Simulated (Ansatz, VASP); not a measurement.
## One calculation of PbS, two programs

INCAR

```
  ALGO = Normal
  EDIFF = 1E-6
  ENCUT = 520
  GGA = PE
  ISIF = 2
  ISMEAR = 0
  LASPH = T
  LCHARG = T
  LELF = T
  LREAL = F
  LVHAR = T
  LWAVE = F
  NBANDS = 17
  NELM = 60
  PREC = Accurate
  SIGMA = 0.03
```

File KPOINTS:

```
k-points
0
Gamma
  10 10 10
```

POSCAR

```
PbS
1.0
    0.0000000000      3.0539500000      2.8760500000
    3.0539500000      0.0000000000      2.8760500000
    3.0539500000      3.0539500000      0.0000000000
Pb S
1 1
Direct
    0.0000000000      0.0000000000      0.0000000000
    0.5000000000      0.5000000000      0.5000000000
```

Input for Ansatz:

```yaml
crystal:
  lattice:
    - [0.0, 3.05395, 2.87605]
    - [3.05395, 0.0, 2.87605]
    - [3.05395, 3.05395, 0.0]
  atoms:
    - { symbol: Pb, position: [0.0, 0.0, 0.0] }
    - { symbol: S, position: [0.5, 0.5, 0.5] }
basis:
  ecutwfc: 420
kpoints:
  mp_grid: { grid: [10, 10, 10] }
hamiltonian:
  xc: pbe
scf:
  occupations: { method: gaussian, width: 0.03 }
output:
  forces: true
  stress: true
  eigenvalues: true
```

Change from the starting cell: strain +0.030 along x and y, -0.030 along z, atoms carried along.

Alike in both runs: task single point; functional PBE; k mesh 10 × 10 × 10; occupations gaussian, width 0.03 eV; no spin polarisation.

|  | VASP | Ansatz |
| --- | --- | --- |
| version | VASP 6.6.1 | Ansatz 0.2.0 |
| potentials or method | VASP PAW PBE potentials, release 64 (Pb_d, S), cutoff 520 eV | scalar-relativistic, plane waves, PAW |
| valence electrons in the cell | 20 | 20 |

```csv
,VASP,Ansatz,Ansatz less VASP
gap on the k mesh at the Fermi level (eV),0.37,0.36,-0.006
least direct gap on the mesh (eV),0.37,0.36,-0.006
pressure (GPa),1.1,1.2,+0.07
"traceless stress, the component that is largest in VASP (GPa)",5.13,5.13,-0.005
```

With one functional, cell and mesh, what is left measures potentials, basis and numerics.

Spin-orbit coupling is off throughout.
